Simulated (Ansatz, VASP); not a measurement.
Two plane-wave programs on Al3Ga3N2

Contents of INCAR:

```
SYSTEM = Al3Ga3N2
  ALGO = Normal
  EDIFF = 1E-7
  ENCUT = 520
  GGA = PE
  ISIF = 2
  ISMEAR = 0
  LASPH = .True.
  LCHARG = .False.
  LREAL = .False.
  LWAVE = .False.
  NBANDS = 39
  NELM = 100
  PREC = Accurate
  SIGMA = 0.2
```

Contents of KPOINTS:

```
k-points
0
Gamma
  12 12 2
  0 0 0
```

Contents of POSCAR:

```
Al3Ga3N2
1.0
    3.0762227030      0.0000000000      0.0000000000
   -1.5381113515      2.6640870085      0.0000000000
    0.0000000000      0.0000000000     14.6189816627
Al Ga N
3 3 2
Direct
    0.3333333333      0.6666666667      0.1752414348
    0.0000000000      0.0000000000      0.3520666915
    0.0000000000      0.0000000000      0.0010099985
    0.3333333333      0.6666666667      0.5188037856
    0.3333333333      0.6666666667      0.8459207413
    0.6666666667      0.3333333333      0.6801379606
    1.0000000000      1.0000000000      0.1334958345
    0.3333333333      0.6666666667      0.3063235533
```

Input for Ansatz:

```yaml
crystal:
  lattice:
    - [3.076222703, 0.0, 0.0]
    - [-1.5381113515, 2.6640870085, 0.0]
    - [0.0, 0.0, 14.6189816627]
  atoms:
    - { symbol: Al, position: [0.3333333333, 0.6666666667, 0.1752414348] }
    - { symbol: Al, position: [0.0, 0.0, 0.3520666915] }
    - { symbol: Al, position: [0.0, 0.0, 0.0010099985] }
    - { symbol: Ga, position: [0.3333333333, 0.6666666667, 0.5188037856] }
    - { symbol: Ga, position: [0.3333333333, 0.6666666667, 0.8459207413] }
    - { symbol: Ga, position: [0.6666666667, 0.3333333333, 0.6801379606] }
    - { symbol: "N", position: [1.0, 1.0, 0.1334958345] }
    - { symbol: "N", position: [0.3333333333, 0.6666666667, 0.3063235533] }
basis:
  ecutwfc: 420
kpoints:
  mp_grid: { grid: [12, 12, 2] }
hamiltonian:
  xc: pbe
scf:
  occupations: { method: gaussian, width: 0.2 }
  lower_state_search: "off"
output:
  forces: true
  stress: true
  eigenvalues: true
```

Alike in both runs: task single point; functional PBE; k mesh 12 × 12 × 2; occupations gaussian, width 0.2 eV; no spin polarisation.

```csv
,VASP,Ansatz
version,VASP 6.6.1,Ansatz 0.2.0
potentials or method,"VASP PAW PBE potentials, release 64 (Al, Ga_d, N), cutoff 520 eV","scalar-relativistic, plane waves, PAW"
valence electrons in the cell,58,58
```

```tsv
	VASP	Ansatz	Ansatz less VASP
gap on the k mesh at the Fermi level (eV)	none	none	-
pressure (GPa)	0.0	0.0	+0.05
traceless stress, the component that is largest in VASP (GPa)	-0.08	-0.07	+0.009
rms of the force components (eV/Å)	0.006	0.004	-0.0022
```

Atom by atom the forces differ by 0.004 eV/Å (rms over components). A gap of «none» marks a metal or a gap that the smearing closes.
